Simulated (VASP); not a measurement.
## BAs: single point with PBEsol

Crystal: BAs.

```xyz
2
Lattice="0.0000 2.3281 2.3281 2.3281 0.0000 2.3281 2.3281 2.3281 0.0000" Properties=species:S:1:pos:R:3 pbc="T T T"
B     0.0000    0.0000    0.0000
As    2.3281    2.3281    2.3281
```

This cell differs from its parent crystal: Sc replaced by B, lengths x 0.821, strained.

| Quantity | Value |
| --- | --- |
| Program | VASP 6.6.1 |
| Task | single point |
| Functional | PBEsol |
| Potentials or basis | VASP PAW PBE potentials, release 64 (B, As) |
| Cutoff | 500 eV |
| k mesh | 6 × 6 × 6 |
| Occupations | gaussian, width 0.1 eV |
| Spin | no spin polarisation |
| Dipole correction | no |
| Further INCAR settings | ALGO = Normal; EDIFF = 1e-06; NBANDS = 11 |

* Pressure: -6.7 GPa
* Band gap on the k mesh: zero (band 4 reaches 8.36 eV, above the bottom of band 5 at 3.47 eV)

Levels at points of the mesh, in eV from the Fermi level:
```
           k point  band 2  band 3  band 4  band 5  band 6  band 7
(0.00, 0.00, 0.00)   -0.01   -0.01   -0.01    3.12    7.47    7.47
(0.50, 0.00, 0.00)   -9.49    1.11    1.11    1.27    1.27    3.93
(0.50, 0.50, 0.00)   -7.69   -3.62   -3.62   -3.41    3.68   10.29
```

Run time: 3.2 s on 1 thread of Intel(R) Xeon(R) Platinum 8559C (Emerald Rapids) (shared host), peak memory 0.13 GiB.

Caveat: the k points lie up to 0.39 Å⁻¹ apart; the cell differs from its parent crystal (Sc replaced by B, lengths x 0.821, strained); the PAW data sets were made with another functional, which shifts forces and pressure a little.
